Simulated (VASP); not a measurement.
Wanted: the native input for a VASP 6.6.1 run.

* Task: single point
* Functional: PBE
* Potentials or basis: VASP PAW PBE potentials, release 64 (Li_sv)
* Cutoff: 520 eV
* k mesh: 2 × 2 × 2
* Occupations: fermi-dirac, width 0.1 eV
* Spin: no spin polarisation
* Dipole correction: no
* Further INCAR settings: LREAL = Auto; ALGO = Normal; EDIFF = 1e-06; NBANDS = 38

The structure of Li lies in POSCAR:

```
Li
1.0
    6.8475350000      0.0000000000      0.0000000000
    0.0000000000      6.8475350000      0.0000000000
    0.0000000000      0.0000000000      6.8475350000
Li
16
Direct
   -0.0726976934      0.0166337229     -0.1151217190
    0.5470581749     -0.0282729479      0.0472286743
   -0.0671044398      0.6456045862     -0.1435114972
   -0.0079590685      0.0441034620      0.3856862360
    0.1826350650      0.3325576284      0.2503236566
    0.4699209277      0.4535938845     -0.1151801342
    0.5480950444      0.0967063330      0.4162081683
    0.8523943288      0.3325284208      0.1587140482
    0.0971006355      0.5501833872      0.5834362292
    0.2872712589      0.7632381580      0.2183413447
    0.2222551619      0.2183851561      0.6975940977
    0.5183033018      0.5545353182      0.3808815873
    0.9436096347      0.7169441266      0.2902066218
    0.7873782317      0.3363692190      0.6237719121
    0.2960189324      0.8400833293      0.6353819294
    0.7366592504      0.8875602680      0.6010776141
```

One way to write it, as run:

INCAR

```
SYSTEM = Li
PREC = Accurate
ENCUT = 520
EDIFF = 1E-6
ISMEAR = -1
SIGMA = 0.1
LREAL = Auto
LASPH = .True.
NELM = 60
ALGO = Normal
ISIF = 2
LWAVE = .False.
LCHARG = .False.
GGA = PE
NBANDS = 38
```

KPOINTS

```
regular mesh
0
Gamma
  2 2 2
  0 0 0
```

Potentials or basis: VASP PAW PBE potentials, release 64 (Li_sv).

Launch:

```sh
$ cat potpaw_PBE.64/Li_sv/POTCAR > POTCAR
$ mpirun -np 1 vasp_std > vasp.out
```

Results of the run:

```yaml
Largest_force: 0.965 eV/Å
Band_gap_on_the_k_mesh: zero (bands 24 and 25 overlap by 0.74 eV)
```

Caveat: the k points lie up to 0.46 Å⁻¹ apart, too coarse for converged energies and pressures of a metal; the atoms stand as in a frame of molecular dynamics.

Run time: 3.1 min on 1 thread of Intel(R) Xeon(R) Platinum 8259CL CPU @ 2.50GHz (Skylake/Cascade Lake), on a shared host, peak memory 0.38 GiB.
